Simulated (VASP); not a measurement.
A run of VASP 6.6.1 is set up as follows.

The input INCAR:

```
SYSTEM = ZnSe
ALGO = Normal ; EDIFF = 1E-6
ENCUT = 520 ; ISIF = 2
ISMEAR = 0 ; LASPH = .True.
LCHARG = .False. ; LREAL = .False.
LWAVE = .False. ; NBANDS = 16
NELM = 100 ; PREC = Accurate
SIGMA = 0.05
```

KPOINTS

```
k-points
0
Gamma
  10 10 10
  0 0 0
```

The input POSCAR:

```
ZnSe
1.0
    0.0000000000      2.4755523210      3.7133284815
    2.4755523210      0.0000000000      3.7133284815
    2.4755523210      2.4755523210      0.0000000000
Zn Se
1 1
Direct
    0.0000000000      0.0000000000      0.0000000000
    0.7500000000      0.7500000000      0.7500000000
```

Potentials or basis: VASP PAW LDA potentials, release 64 (Zn, Se).

The run is started by

```bash
$ cat potpaw_LDA.64/Zn/POTCAR potpaw_LDA.64/Se/POTCAR > POTCAR
$ mpirun -np 1 vasp_std > vasp.out
```

Q: Predict the band gap on the k mesh.

A: Zero (bands 9 and 10 overlap by 0.19 eV).

Q: Predict the pressure.

A: -4.4 GPa.

Stress tensor (GPa, compression positive):
```
  4.09   0.00   0.00
  0.00   4.09   0.00
  0.00   0.00 -21.29
```

Caveat: the stress differs along the axes, from -21 to 4 GPa; semilocal functionals underestimate gaps, and a narrow one can read as zero.
